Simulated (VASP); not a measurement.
**TaGa3O8: single point with PBE**

The system is TaGa3O8.

```
O Ta Ga
1.0
     5.46703   -0.60351    0.28641
    -0.25659    5.48278    0.64499
     0.03686    0.07183    4.77321
O Ta Ga
8 1 3
Direct
  0.84462 0.08614 0.44724
  0.41406 0.62427 0.92607
  0.64343 0.15191 0.31226
  0.35462 0.97474 0.54040
  0.03039 0.64046 0.24596
  0.79569 0.42161 0.82278
  0.19330 0.19061 0.96734
  0.64778 0.78185 0.15452
  0.09828 0.44809 0.78306
  0.73306 0.48004 0.24533
  0.32529 0.91836 0.17315
  0.62954 0.77876 0.64069
```

```yaml
Program: VASP 6.6.1
Task: single point
Functional: PBE
Potentials_or_basis: VASP PAW PBE potentials, release 64 (O, Ta_pv, Ga_d)
Cutoff: 520 eV
k_mesh: 3 × 3 × 3
Occupations: methfessel-paxton, width 0.15 eV
Spin: no spin polarisation
```

```json
{
  "Pressure": "24.1 GPa",
  "Largest force": "12.155 eV/Å"
}
```

Forces on the atoms (eV/Å):
```
O     2.137  -1.077   1.876
O    -4.651  -1.643  -3.274
O     1.838   3.943  -1.868
O    -3.449  -2.561   1.663
O     4.032  -0.936   0.913
O   -10.210   1.061   0.751
O     0.488  -3.788   1.269
O     1.186   1.421   3.930
Ta   11.605   2.094  -2.947
Ga   -2.257   0.404  -0.918
Ga   -0.767  -1.082  -0.428
Ga    0.048   2.163  -0.968
```

Stress tensor (GPa, compression positive):
```
44.90  4.79 -1.39
 4.79 16.23  1.75
-1.39  1.75 11.19
```

Levels at points of the mesh, in eV from the Fermi level:
```csv
k point,band 47,band 48,band 49,band 50,band 51,band 52
"(0.00, 0.00, 0.00)",-1.38,-0.62,-0.19,-0.02,1.56,1.72
```

It took 3.2 min on 1 thread of Intel(R) Xeon(R) Platinum 8259CL CPU @ 2.50GHz (Skylake/Cascade Lake), on a shared host, peak memory 0.29 GiB.

Caveat: the k points lie up to 0.44 Å⁻¹ apart; spin-orbit coupling is left out, which moves the levels of the heavy elements.
